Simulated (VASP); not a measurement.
# BN (P-6m2) in VASP: single point with PBE

Aim: the single point of BN with PBE.

Everything below comes from runs of VASP 6.6.1. Logs are shortened: lines on timing, memory, paths and dates and some standing lists are left out, and cuts for length are marked.

## (1) The cell of the first run

Symmetry: P-6m2, No. 187, hexagonal system. Conventional cell: a = 2.512 Å, b = 2.512 Å, c = 8.361 Å, α = 90.00°, β = 90.00°, γ = 120.00°. B (site symmetry -6m2) has 3 N at 1.45 Å within 1.9 Å. Within 1.9 Å of B (site symmetry -6m2) lie 3 N at 1.45 Å. Within 1.9 Å of N (site symmetry -6m2) lie 3 B at 1.45 Å. Within 1.9 Å of N (site symmetry -6m2) lie 3 B at 1.45 Å.

## (2) Single point, PBE

The input, INCAR:

```
SYSTEM = BN
  ALGO = Normal
  EDIFF = 1E-7
  ENCUT = 520
  GGA = PE
  ISIF = 2
  ISMEAR = 0
  LASPH = .True.
  LCHARG = .True.
  LELF = .True.
  LREAL = Auto
  LVHAR = .True.
  LWAVE = .False.
  NBANDS = 126
  NELM = 60
  PREC = Accurate
  SIGMA = 0.01
```

The input, KPOINTS:

```
k-points
0
Gamma
  1 1 1
  0 0 0
```

The input, POSCAR:

```
BN
1.0
    0.0000000000      0.0000000000      8.3612643056
   -0.0000000001     -8.7023025812      0.0000000000
    7.5364151068      4.3511512905      0.0000000000
B N
24 24
Direct
    0.0000000000      0.6666666667      0.3333333333
    0.0000000000      0.3333333333      0.1666666667
    0.0000000000      0.5000000000      0.5000000000
    0.0000000000      0.1666666667      0.3333333333
    0.0000000000      0.8333333333      0.1666666667
    0.0000000000      0.6666666667      0.8333333333
    0.0000000000      0.3333333333      0.6666666667
    0.0000000000      0.0000000000      0.5000000000
    0.0000000000      0.5000000000      0.0000000000
    0.0000000000      0.1666666667      0.8333333333
    0.0000000000      0.8333333333      0.6666666667
    0.0000000000      0.0000000000      0.0000000000
    0.5000000000      0.6666666667      0.1666666667
    0.5000000000      0.3333333333      1.0000000000
    0.5000000000      0.5000000000      0.3333333333
    0.5000000000      0.1666666667      0.1666666667
    0.5000000000      0.8333333333      0.0000000000
    0.5000000000      0.6666666667      0.6666666667
    0.5000000000      0.3333333333      0.5000000000
    0.5000000000      0.0000000000      0.3333333333
    0.5000000000      0.5000000000      0.8333333333
    0.5000000000      0.1666666667      0.6666666667
    0.5000000000      0.8333333333      0.5000000000
    0.5000000000      0.0000000000      0.8333333333
    0.0000000000      0.6666666667      0.1666666667
    0.0000000000      0.3333333333      1.0000000000
    0.0000000000      0.5000000000      0.3333333333
    0.0000000000      0.1666666667      0.1666666667
    0.0000000000      0.8333333333      0.0000000000
    0.0000000000      0.6666666667      0.6666666667
    0.0000000000      0.3333333333      0.5000000000
    0.0000000000      0.0000000000      0.3333333333
    0.0000000000      0.5000000000      0.8333333333
    0.0000000000      0.1666666667      0.6666666667
    0.0000000000      0.8333333333      0.5000000000
    0.0000000000      0.0000000000      0.8333333333
    0.5000000000      0.8333333333      0.3333333333
    0.5000000000      0.5000000000      0.1666666667
    0.5000000000      0.6666666667      0.5000000000
    0.5000000000      0.3333333333      0.3333333333
    0.5000000000      0.0000000000      0.1666666667
    0.5000000000      0.8333333333      0.8333333333
    0.5000000000      0.5000000000      0.6666666667
    0.5000000000      0.1666666667      0.5000000000
    0.5000000000      0.6666666667      0.0000000000
    0.5000000000      0.3333333333      0.8333333333
    0.5000000000      0.0000000000      0.6666666667
    0.5000000000      0.1666666667      1.0000000000
```

Potentials or basis: VASP PAW PBE potentials, release 64 (B, N).

Launch:

```sh
cat potpaw_PBE.64/B/POTCAR potpaw_PBE.64/N/POTCAR > POTCAR
mpirun -np 1 vasp_gam > vasp.out
```

OUTCAR:

```text
SYSTEM = BN
   EDIFF = 1E-7
   ENCUT = 520
   GGA = PE
   ISIF = 2
   ISMEAR = 0
   LASPH = .True.
   LREAL = Auto
   NELM = 60
   PREC = Accurate

 ion  position               nearest neighbor table
   1  0.000  0.667  0.333-  25 1.45  35 1.45  27 1.45
   2  0.000  0.333  0.167-  28 1.45  27 1.45  26 1.45
   3  0.000  0.500  0.500-  31 1.45  27 1.45  30 1.45
   4  0.000  0.167  0.333-  28 1.45  31 1.45  32 1.45
   5  0.000  0.833  0.167-  25 1.45  32 1.45  29 1.45
   6  0.000  0.667  0.833-  30 1.45  29 1.45  33 1.45
[... 40 lines left out ...]
  47  0.500  0.000  0.667-  24 1.45  22 1.45  23 1.45
  48  0.500  0.167  0.000-  14 1.45  16 1.45  24 1.45

  LATTYP: Found a hexagonal cell.
 ALAT       =     8.7023025812
 C/A-ratio  =     0.9608105703

  Lattice vectors:

 A1 = (  -0.0000000001,  -8.7023025812,   0.0000000000)
 A2 = (   7.5364151068,   4.3511512905,   0.0000000000)
 A3 = (   0.0000000000,   0.0000000000,   8.3612643056)

Analysis of symmetry for initial positions (statically):
=====================================================================
 Subroutine PRICEL returns following result:

  LATTYP: Found a hexagonal cell.
 ALAT       =     2.5121383694
 C/A-ratio  =     3.3283454476

  Lattice vectors:

 A1 = (  -1.2560691839,   2.1755756462,   0.0000000000)
 A2 = (  -1.2560691847,  -2.1755756457,   0.0000000000)
 A3 = (   0.0000000000,   0.0000000000,   8.3612643056)

  12 primitive cells build up your supercell.

 Routine SETGRP: Setting up the symmetry group for a
 hexagonal supercell.

 Subroutine GETGRP returns: Found 12 space group operations
 (whereof 12 operations were pure point group operations)
 out of a pool of 24 trial point group operations.

The static configuration has the point symmetry D_3h.

Analysis of symmetry for dynamics (positions and initial velocities):
=====================================================================
 Subroutine PRICEL returns following result:

  LATTYP: Found a hexagonal cell.
 ALAT       =     2.5121383694
 C/A-ratio  =     3.3283454476

  Lattice vectors:

 A1 = (  -1.2560691839,   2.1755756462,   0.0000000000)
 A2 = (  -1.2560691847,  -2.1755756457,   0.0000000000)
 A3 = (   0.0000000000,   0.0000000000,   8.3612643056)

  12 primitive cells build up your supercell.

 Routine SETGRP: Setting up the symmetry group for a
 hexagonal supercell.

 Subroutine GETGRP returns: Found 12 space group operations
 (whereof 12 operations were pure point group operations)
 out of a pool of 24 trial point group operations.

The dynamic configuration has the point symmetry D_3h.

 Subroutine INISYM returns: Found 12 space group operations
 (whereof 12 operations are pure point group operations),
 and found    12 'primitive' translations

----------------------------------------------------------------------------------------

                                     Primitive cell

  volume of cell :      45.6972

  direct lattice vectors                    reciprocal lattice vectors
    -1.256069184  2.175575646  0.000000000    -0.398067245  0.229824231  0.000000000
    -1.256069185 -2.175575646  0.000000000    -0.398067245 -0.229824231  0.000000000
     0.000000000  0.000000000  8.361264306     0.000000000  0.000000000  0.119599138

  length of vectors
     2.512138369  2.512138369  8.361264306     0.459648462  0.459648462  0.119599138

  position of ions in fractional coordinates (direct lattice)
     0.000000000  0.999999999  0.000000000
     0.333333333  0.666666666  0.500000000
     0.333333333  0.666666666  0.000000000
     0.666666667  0.333333332  0.500000000

  ion indices of the primitive-cell ions
   primitive index   ion index
                 1           1
                 2          13
                 3          25
                 4          37

----------------------------------------------------------------------------------------

 KPOINTS: k-points

Automatic generation of k-mesh.
 Grid dimensions read from file:
 generate k-points for:    1    1    1

 Generating k-lattice:

  Cartesian coordinates                     Fractional coordinates (reciprocal lattice)
     0.000000000  0.000000000  0.119599138     1.000000000  0.000000000  0.000000000
     0.066344541 -0.114912116  0.000000000     0.000000000  1.000000000 -0.000000000
     0.132689082 -0.000000000  0.000000000     0.000000000  0.000000000  1.000000000

  Length of vectors
     0.119599138  0.132689082  0.132689082

  Shift w.r.t. Gamma in fractional coordinates (k-lattice)
     0.000000000  0.000000000  0.000000000

 Subroutine IBZKPT returns following result:
 ===========================================

 Found      1 irreducible k-points:

 Following reciprocal coordinates:
            Coordinates               Weight
  0.000000  0.000000  0.000000      1.000000
   k-points           NKPTS =      1   k-points in BZ     NKDIM =      1   number of bands    NBANDS=    126
   number of dos      NEDOS =    301   number of ions     NIONS =     48
   total plane-waves  NPLWV = 313600
   dimension x,y,z NGX =    64 NGY =   70 NGZ =   70
   dimension x,y,z NGXF=   128 NGYF=  140 NGZF=  140
   ions per type =              24  24
   NGX,Y,Z   is equivalent  to a cutoff of  12.73, 13.37, 13.37 a.u.
   NGXF,Y,Z  is equivalent  to a cutoff of  25.45, 26.75, 26.75 a.u.
 SYSTEM =  BN
   PREC   = accura    normal or accurate (medium, high low for compatibility)
   ISTART =      0    job   : 0-new  1-cont  2-samecut
   ICHARG =      2    charge: 1-file 2-atom 10-const
   ISPIN  =      1    spin polarized calculation?
   LNONCOLLINEAR =      F non collinear calculations
   LSORBIT =      F    spin-orbit coupling
   LASPH  =      T    aspherical Exc in radial PAW
   ENCUT  =  520.0 eV  38.22 Ry    6.18 a.u.  15.55 16.18 16.18*2*pi/ulx,y,z
   NELM   =     60;   NELMIN=  2; NELMDL= -5     # of ELM steps
   EDIFF  = 0.1E-06   stopping-criterion for ELM
   LREAL  =      T    real-space projection
   EDIFFG = 0.1E-05   stopping-criterion for IOM
   NSW    =      0    number of steps for IOM
   IBRION =     -1    ionic relax: 0-MD 1-quasi-New 2-CG
   NFREE  =      0    steps in history (QN), initial steepest desc. (CG)
   ISIF   =      2    stress and relaxation
   ISYM   =      2    0-nonsym 1-usesym 2-fastsym
   POTIM  = 0.5000    time-step for ionic-motion
   TEBEG  =    0.0;   TEEND  =   0.0 temperature during run
   PSTRESS=    0.0 pullay stress
   NELECT =     192.0000    total number of electrons
   NUPDOWN=      -1.0000    fix difference up-down
   EMIN   =  10.00;   EMAX   =-10.00  energy-range for DOS
   EFERMI =   0.00;   METHOD = LEGACY
   ISMEAR =     0;   SIGMA  =   0.01  broadening in eV -4-tet -1-fermi 0-gaus
   EFERMI_NEDOS =   21; number of points for ismear=-14 and -15
   IALGO  =     38    algorithm
   IMIX   =      4    mixing-type and parameters
     AMIX     =   0.40;   BMIX     =  1.00
     AMIX_MAG =   1.60;   BMIX_MAG =  1.00
  volume/ion in A,a.u.               =      11.42        77.10
  Fermi-wavevector in a.u.,A,eV,Ry     =   1.153856  2.180472 18.114573  1.331384
  Thomas-Fermi vector in A             =   2.290497
   LORBIT       =      0    0 simple, 1 ext, 2 COOP (PROOUT), +10 PAW based schemes
   GGA     = PE    functional components
   LHFCALC =     F    Hartree Fock is set to
   AEXX    =    0.0000 exact exchange contribution
   IVDW    =     0    specifies the selected vdW correction
   LEPSILON=     F    determine dielectric tensor
   LRPA    =     F    only Hartree local field effects (RPA)
 non-spin polarized calculation
 Gauss-broadening in eV      SIGMA  =   0.01
  energy-cutoff  :      520.00
  volume of cell :      548.37
 maximum number of plane-waves:      7414
 NGX is ok and might be reduce to    64
   NGX = 31   NGY = 33   NGZ = 33

 number of electron     191.9999977 magnetization

 Free energy of the ion-electron system (eV)
  ---------------------------------------------------
  ext. energy  EPLUGINS =         0.00000000
  ---------------------------------------------------
  free energy    TOTEN  =      -420.58825226 eV

  energy without entropy =     -420.58825226  energy(sigma->0) =     -420.58825226

 E-fermi :   0.7395     XC(G=0):  -8.5527

 val. band max:        0.6837339029   @ k =   0.0000   0.0000   0.0000
 cond. band min:       4.9891026225   @ k =   0.0000   0.0000   0.0000
 fundamental gap:      4.3053687196
 Fermi energy:         0.7394715453

 k-point     1 :       0.0000    0.0000    0.0000
  band No.  band energies     occupation
      1     -16.9862      2.00000
      2     -16.9402      2.00000
      3     -15.4780      2.00000
      4     -15.4780      2.00000
      5     -15.4780      2.00000
      6     -15.4780      2.00000
[... 100 lines left out ...]
    107       5.6024      0.00000
    108       7.5639      0.00000
 [bands above 108 left out]

------------------------ aborting loop because EDIFF is reached ----------------------------------------

  FORCE on cell =-STRESS in cart. coord.  units (eV):
  Direction    XX          YY          ZZ          XY          YZ          ZX
  --------------------------------------------------------------------------------------
  -------------------------------------------------------------------------------------
  Total        4.7750392      4.7750392      1.0562096     -0.0000000      0.0000000      0.0000000
  in kB       13.9513611     13.9513611      3.0859561     -0.0000000      0.0000000      0.0000000
  external PRESSURE =      10.3295595 kB  Pullay stress =       0.0000000 kB

 VOLUME and BASIS-vectors are now :
 -----------------------------------------------------------------------------
  energy-cutoff  :      520.00
  volume of cell :      548.37
      direct lattice vectors                 reciprocal lattice vectors
     0.000000000  0.000000000  8.361264306     0.000000000  0.000000000  0.119599138
    -0.000000000 -8.702302581  0.000000000     0.066344541 -0.114912116  0.000000000
     7.536415107  4.351151290  0.000000000     0.132689082 -0.000000000  0.000000000

 POSITION                                       TOTAL-FORCE (eV/Angst)
 -----------------------------------------------------------------------------------
      2.51214     -4.35115      0.00000        -0.000000     -0.000000     -0.000000
      1.25607     -2.17558      0.00000        -0.000000      0.000000     -0.000000
      3.76821     -2.17558      0.00000         0.000000      0.000000      0.000000
      2.51214     -0.00000      0.00000        -0.000000      0.000000     -0.000000
      1.25607     -6.52673      0.00000        -0.000000      0.000000      0.000000
      6.28035     -2.17558      0.00000        -0.000000     -0.000000     -0.000000
[... 40 lines left out ...]
      5.02428      2.90077      4.18063        -0.000000      0.000000      0.000000
     -0.00000     -1.45038      4.18063         0.000000     -0.000000     -0.000000
 -----------------------------------------------------------------------------------
    total drift:                                0.000007     -0.000010      0.000000

  FREE ENERGIE OF THE ION-ELECTRON SYSTEM (eV)
  ---------------------------------------------------
  free  energy   TOTEN  =      -420.5882522640 eV

  energy  without entropy=     -420.5882522640  energy(sigma->0) =     -420.58825226
```

Run time: 5.4 min. Hardware: 1 thread of AMD EPYC 7R43 (Zen 3), shared host; peak memory 0.59 GiB.

Results:

```
Free energy            : -420.5883 eV
Pressure               : 1.0 GPa
Band gap on the k mesh : 4.31 eV
```

Caveat: the k points lie up to 0.83 Å⁻¹ apart, too coarse for converged energies, forces and pressures; this functional lacks dispersion, which binds layers or chains, so the pressure and a relaxed spacing across them are unreliable. A k mesh can miss the band edges.
